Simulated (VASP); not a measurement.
SnTe, 2 atoms in the cell. Symmetry: Fm-3m, No. 225, cubic system. The conventional cell has a = 6.313 Å, b = 6.313 Å, c = 6.313 Å, α = 90.00°, β = 90.00°, γ = 90.00°. Sn (site symmetry m-3m) has 6 Te at 3.16 Å within 4.2 Å. Within 4.2 Å of Te (site symmetry m-3m) lie 6 Sn at 3.16 Å. 

- Program: VASP 6.6.1
- Task: single point
- Functional: PBE
- Potentials or basis: VASP PAW PBE potentials, release 64 (Sn_d, Te)
- Cutoff: 520 eV
- k mesh: 6 × 6 × 6
- Occupations: gaussian, width 0.05 eV
- Spin: no spin polarisation
- Dipole correction: no
- Further INCAR settings: ALGO = Normal; EDIFF = 1e-07; NBANDS = 17

Potentials or basis: VASP PAW PBE potentials, release 64 (Sn_d, Te).

The run is started by

```console
$ cat potpaw_PBE.64/Sn_d/POTCAR potpaw_PBE.64/Te/POTCAR > POTCAR
$ mpirun -np 1 vasp_std > vasp.out
```

Hardware: 1 thread of Intel(R) Xeon(R) Platinum 8375C CPU @ 2.90GHz (Ice Lake) (shared host).

Q: How long does it take, and how much memory?

A: It took 28 s on 1 thread of Intel(R) Xeon(R) Platinum 8375C CPU @ 2.90GHz (Ice Lake), on a shared host, peak memory 0.19 GiB. Counts: scf iterations 16, k points 16.
